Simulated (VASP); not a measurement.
# ZrH (P4_2/mmc) in VASP: further runs

ZrH is run at these levels: LDA; tasks: single point, relaxation of cell and atoms.

Everything below comes from runs of VASP 6.6.1. Logs are shortened: lines on timing, memory, paths and dates and some standing lists are left out, and cuts for length are marked.

## Step 1: The cell of the first run

The structure is tetragonal, space group P4_2/mmc (No. 131). The conventional cell has a = 3.167 Å, b = 3.167 Å, c = 4.965 Å, α = 90.00°, β = 90.00°, γ = 90.00°. Zr (site symmetry mmm) has 4 H at 2.01 Å within 2.7 Å. H (site symmetry -4m2) has 4 Zr at 2.01 Å and 2 H at 2.48 Å within 2.7 Å.

## Step 2: Single point, LDA

INCAR

```
PREC     = Accurate       # precision mode
ENCUT    = 520            # plane-wave cutoff, eV
EDIFF    = 1E-7           # SCF threshold, eV
ISMEAR   = -1             # smearing method
SIGMA    = 0.1            # smearing width, eV
LREAL    = False          # projectors in reciprocal space
LASPH    = True           # aspherical terms in the spheres
NELM     = 60             # most SCF steps
ALGO     = Normal         # electronic algorithm
ISIF     = 2              # what is computed and relaxed
LWAVE    = False          # write WAVECAR
LCHARG   = False          # write CHGCAR
GGA      = CA             # functional
NBANDS   = 21             # bands
```

KPOINTS

```
Automatic mesh
0
Gamma
  8 8 5
```

POSCAR

```
ZrH
1.0
    3.1674081281      0.0000000000      0.0000000000
    0.0000000000      3.1674081281      0.0000000000
    0.0000000000      0.0000000000      4.9654034212
Zr H
2 2
Direct
    0.0000000000      0.5000000000      0.0000000000
    0.5000000000      0.0000000000      0.5000000000
    0.0000000000      0.0000000000      0.7500000000
    0.0000000000      0.0000000000      0.2500000000
```

Potentials or basis: VASP PAW LDA potentials, release 64 (Zr_sv, H).

Run with:

```
$ cat potpaw_LDA.64/Zr_sv/POTCAR potpaw_LDA.64/H/POTCAR > POTCAR
$ mpirun -np 1 vasp_std > vasp.out
```

OUTCAR:

```text
PREC = Accurate
   ENCUT = 520
   EDIFF = 1E-7
   ISMEAR = -1
   LREAL = False
   LASPH = True
   NELM = 60
   ISIF = 2
   GGA = CA

 ion  position               nearest neighbor table
   1  0.000  0.500  0.000-   3 2.01   4 2.01   3 2.01   4 2.01   2 3.34   2 3.34   2 3.34   2 3.34
                             2 3.34   2 3.34   2 3.34   2 3.34
   2  0.500  0.000  0.500-   3 2.01   4 2.01   3 2.01   4 2.01   1 3.34   1 3.34   1 3.34   1 3.34
                             1 3.34   1 3.34   1 3.34   1 3.34
   3  0.000  0.000  0.750-   1 2.01   2 2.01   1 2.01   2 2.01
   4  0.000  0.000  0.250-   1 2.01   2 2.01   1 2.01   2 2.01

  LATTYP: Found a simple tetragonal cell.
 ALAT       =     3.1674081281
 C/A-ratio  =     1.5676550733

  Lattice vectors:

 A1 = (   3.1674081281,   0.0000000000,   0.0000000000)
 A2 = (   0.0000000000,   3.1674081281,   0.0000000000)
 A3 = (   0.0000000000,   0.0000000000,   4.9654034212)

Analysis of symmetry for initial positions (statically):
=====================================================================
 Subroutine PRICEL returns:
 Original cell was already a primitive cell.

 Routine SETGRP: Setting up the symmetry group for a
 simple tetragonal supercell.

 Subroutine GETGRP returns: Found 16 space group operations
 (whereof  8 operations were pure point group operations)
 out of a pool of 16 trial point group operations.

The static configuration has the point symmetry D_2h.
 The point group associated with its full space group is D_4h.

Analysis of symmetry for dynamics (positions and initial velocities):
=====================================================================
 Subroutine PRICEL returns:
 Original cell was already a primitive cell.

 Routine SETGRP: Setting up the symmetry group for a
 simple tetragonal supercell.

 Subroutine GETGRP returns: Found 16 space group operations
 (whereof  8 operations were pure point group operations)
 out of a pool of 16 trial point group operations.

The dynamic configuration has the point symmetry D_2h.
 The point group associated with its full space group is D_4h.

 Subroutine INISYM returns: Found 16 space group operations
 (whereof  8 operations are pure point group operations),
 and found     1 'primitive' translations

----------------------------------------------------------------------------------------

                                     Primitive cell

  volume of cell :      49.8153

  direct lattice vectors                    reciprocal lattice vectors
     3.167408128  0.000000000  0.000000000     0.315715550  0.000000000  0.000000000
     0.000000000  3.167408128  0.000000000     0.000000000  0.315715550  0.000000000
     0.000000000  0.000000000  4.965403421     0.000000000  0.000000000  0.201393505

  length of vectors
     3.167408128  3.167408128  4.965403421     0.315715550  0.315715550  0.201393505

  position of ions in fractional coordinates (direct lattice)
     0.000000000  0.500000000  0.000000000
     0.500000000  0.000000000  0.500000000
     0.000000000  0.000000000  0.750000000
     0.000000000  0.000000000  0.250000000

  ion indices of the primitive-cell ions
   primitive index   ion index
                 1           1
                 2           2
                 3           3
                 4           4

----------------------------------------------------------------------------------------

 KPOINTS: Automatic mesh

Automatic generation of k-mesh.
 Grid dimensions read from file:
 generate k-points for:    8    8    5

 Generating k-lattice:

  Cartesian coordinates                     Fractional coordinates (reciprocal lattice)
     0.039464444  0.000000000  0.000000000     0.125000000  0.000000000  0.000000000
     0.000000000  0.039464444  0.000000000     0.000000000  0.125000000  0.000000000
     0.000000000  0.000000000  0.040278701     0.000000000  0.000000000  0.200000000

  Length of vectors
     0.039464444  0.039464444  0.040278701

  Shift w.r.t. Gamma in fractional coordinates (k-lattice)
     0.000000000  0.000000000  0.000000000

 Subroutine IBZKPT returns following result:
 ===========================================

 Found     45 irreducible k-points:

 Following reciprocal coordinates:
            Coordinates               Weight
  0.000000  0.000000  0.000000      1.000000
  0.125000  0.000000  0.000000      4.000000
  0.250000  0.000000  0.000000      4.000000
  0.375000  0.000000  0.000000      4.000000
  0.500000  0.000000  0.000000      2.000000
  0.125000  0.125000  0.000000      4.000000
[... 16 lines left out ...]
  0.375000  0.125000  0.200000     16.000000
  0.500000  0.125000  0.200000      8.000000
 [... further k-points ...]
   k-points           NKPTS =     45   k-points in BZ     NKDIM =     45   number of bands    NBANDS=     21
   number of dos      NEDOS =    301   number of ions     NIONS =      4
   total plane-waves  NPLWV =  23040
   dimension x,y,z NGX =    24 NGY =   24 NGZ =   40
   dimension x,y,z NGXF=    48 NGYF=   48 NGZF=   80
   ions per type =               2   2
   NGX,Y,Z   is equivalent  to a cutoff of  12.60, 12.60, 13.39 a.u.
   NGXF,Y,Z  is equivalent  to a cutoff of  25.19, 25.19, 26.78 a.u.
 SYSTEM =  unknown system
   PREC   = accura    normal or accurate (medium, high low for compatibility)
   ISTART =      0    job   : 0-new  1-cont  2-samecut
   ICHARG =      2    charge: 1-file 2-atom 10-const
   ISPIN  =      1    spin polarized calculation?
   LNONCOLLINEAR =      F non collinear calculations
   LSORBIT =      F    spin-orbit coupling
   LASPH  =      T    aspherical Exc in radial PAW
   ENCUT  =  520.0 eV  38.22 Ry    6.18 a.u.   5.89  5.89  9.23*2*pi/ulx,y,z
   NELM   =     60;   NELMIN=  2; NELMDL= -5     # of ELM steps
   EDIFF  = 0.1E-06   stopping-criterion for ELM
   LREAL  =      F    real-space projection
   EDIFFG = 0.1E-05   stopping-criterion for IOM
   NSW    =      0    number of steps for IOM
   IBRION =     -1    ionic relax: 0-MD 1-quasi-New 2-CG
   NFREE  =      0    steps in history (QN), initial steepest desc. (CG)
   ISIF   =      2    stress and relaxation
   ISYM   =      2    0-nonsym 1-usesym 2-fastsym
   POTIM  = 0.5000    time-step for ionic-motion
   TEBEG  =    0.0;   TEEND  =   0.0 temperature during run
   PSTRESS=    0.0 pullay stress
   NELECT =      26.0000    total number of electrons
   NUPDOWN=      -1.0000    fix difference up-down
   EMIN   =  10.00;   EMAX   =-10.00  energy-range for DOS
   EFERMI =   0.00;   METHOD = LEGACY
   ISMEAR =    -1;   SIGMA  =   0.10  broadening in eV -4-tet -1-fermi 0-gaus
   EFERMI_NEDOS =   21; number of points for ismear=-14 and -15
   IALGO  =     38    algorithm
   IMIX   =      4    mixing-type and parameters
     AMIX     =   0.40;   BMIX     =  1.00
     AMIX_MAG =   1.60;   BMIX_MAG =  1.00
  volume/ion in A,a.u.               =      12.45        84.04
  Fermi-wavevector in a.u.,A,eV,Ry     =   1.318090  2.490829 23.638237  1.737361
  Thomas-Fermi vector in A             =   2.448085
   LORBIT       =      0    0 simple, 1 ext, 2 COOP (PROOUT), +10 PAW based schemes
   GGA     = CA    functional components
   LHFCALC =     F    Hartree Fock is set to
   AEXX    =    0.0000 exact exchange contribution
   IVDW    =     0    specifies the selected vdW correction
   LEPSILON=     F    determine dielectric tensor
   LRPA    =     F    only Hartree local field effects (RPA)
 non-spin polarized calculation
  energy-cutoff  :      520.00
  volume of cell :       49.82
 maximum number of plane-waves:      1384
 NGX is ok and might be reduce to    24
   NGX = 11   NGY = 11   NGZ = 19

 number of electron      26.0000000 magnetization

 Free energy of the ion-electron system (eV)
  ---------------------------------------------------
  ext. energy  EPLUGINS =         0.00000000
  ---------------------------------------------------
  free energy    TOTEN  =       -27.56840319 eV

  energy without entropy =      -27.49103577  energy(sigma->0) =      -27.52971948

 E-fermi :   8.4763     XC(G=0): -11.4468

 val. band max:        8.4386883221   @ k =   0.2500   0.0000   0.0000
 cond. band min:       8.5469170921   @ k =   0.2500   0.0000   0.4000
 fundamental gap:      0.1082287700
 Fermi energy:         8.4763081215

 k-point     1 :       0.0000    0.0000    0.0000
  band No.  band energies     occupation
      1     -40.0234      2.00000
      2     -39.8983      2.00000
      3     -18.6309      2.00000
      4     -17.9973      2.00000
      5     -17.9973      2.00000
      6     -17.8209      2.00000
[... 13 lines left out ...]
     20      13.4571      0.00000
     21      14.8758      0.00000

 k-point     2 :       0.1250    0.0000    0.0000
  band No.  band energies     occupation
      1     -40.0103      2.00000
      2     -39.8945      2.00000
      3     -18.5896      2.00000
      4     -18.0923      2.00000
      5     -17.9831      2.00000
      6     -17.8494      2.00000
[... 13 lines left out ...]
     20      13.4900      0.00000
     21      15.9233      0.00000

 k-point     3 :       0.2500    0.0000    0.0000
  band No.  band energies     occupation
      1     -39.9763      2.00000
      2     -39.8873      2.00000
      3     -18.4759      2.00000
      4     -18.3182      2.00000
      5     -18.0803      2.00000
      6     -17.9467      2.00000
[... 13 lines left out ...]
     20      14.3666      0.00000
     21      14.8293      0.00000
[... 457 lines left out ...]
 k-point    23 :       0.3750    0.1250    0.2000
  band No.  band energies     occupation
      1     -39.9210      2.00000
      2     -39.8844      2.00000
      3     -18.6027      2.00000
      4     -18.3765      2.00000
      5     -18.1828      2.00000
      6     -17.9862      2.00000
[... 13 lines left out ...]
     20      14.4439      0.00000
     21      15.7007      0.00000

 k-point    24 :       0.5000    0.1250    0.2000
  band No.  band energies     occupation
      1     -39.8974      2.00000
      2     -39.8908      2.00000
      3     -18.6856      2.00000
      4     -18.4448      2.00000
      5     -18.0967      2.00000
      6     -18.0470      2.00000
[... 13 lines left out ...]
     20      14.1905      0.00000
     21      16.2753      0.00000

 [... further k-points ...]

------------------------ aborting loop because EDIFF is reached ----------------------------------------

  FORCE on cell =-STRESS in cart. coord.  units (eV):
  Direction    XX          YY          ZZ          XY          YZ          ZX
  --------------------------------------------------------------------------------------
  -------------------------------------------------------------------------------------
  Total        0.0510710      0.0510710      0.0709720      0.0000000      0.0000000      0.0000000
  in kB        1.6425652      1.6425652      2.2826272      0.0000000      0.0000000      0.0000000
  external PRESSURE =       1.8559192 kB  Pullay stress =       0.0000000 kB

 VOLUME and BASIS-vectors are now :
 -----------------------------------------------------------------------------
  energy-cutoff  :      520.00
  volume of cell :       49.82
      direct lattice vectors                 reciprocal lattice vectors
     3.167408128  0.000000000  0.000000000     0.315715550  0.000000000  0.000000000
     0.000000000  3.167408128  0.000000000     0.000000000  0.315715550  0.000000000
     0.000000000  0.000000000  4.965403421     0.000000000  0.000000000  0.201393505

 POSITION                                       TOTAL-FORCE (eV/Angst)
 -----------------------------------------------------------------------------------
      0.00000      1.58370      0.00000         0.000000      0.000000      0.000000
      1.58370      0.00000      2.48270         0.000000      0.000000      0.000000
      0.00000      0.00000      3.72405         0.000000     -0.000000      0.000000
      0.00000      0.00000      1.24135        -0.000000      0.000000     -0.000000
 -----------------------------------------------------------------------------------
    total drift:                                0.000000      0.000000     -0.000000

  FREE ENERGIE OF THE ION-ELECTRON SYSTEM (eV)
  ---------------------------------------------------
  free  energy   TOTEN  =       -27.5684031911 eV

  energy  without entropy=      -27.4910357722  energy(sigma->0) =      -27.52971948
```

Run time: 60 s. Hardware: 1 thread of Intel Xeon 8259CL, shared host; peak memory 0.17 GiB.

What came out:

- Free energy: -27.5684 eV
- Pressure: 0.2 GPa
- Band gap on the k mesh: zero (bands 13 and 14 overlap by 0.63 eV)

Levels at points of the mesh, in eV from the Fermi level:
| k point | band 11 | band 12 | band 13 | band 14 | band 15 | band 16 |
| --- | --- | --- | --- | --- | --- | --- |
| (0.00, 0.00, 0.00) | -3.13 | -2.92 | -0.10 | 0.79 | 0.79 | 2.14 |
| (0.50, 0.00, 0.00) | -1.84 | -0.84 | -0.57 | -0.28 | 1.80 | 2.05 |
| (0.50, 0.50, 0.00) | -3.04 | -3.04 | -1.97 | 3.27 | 4.01 | 4.49 |

[end of part 1 of 2]
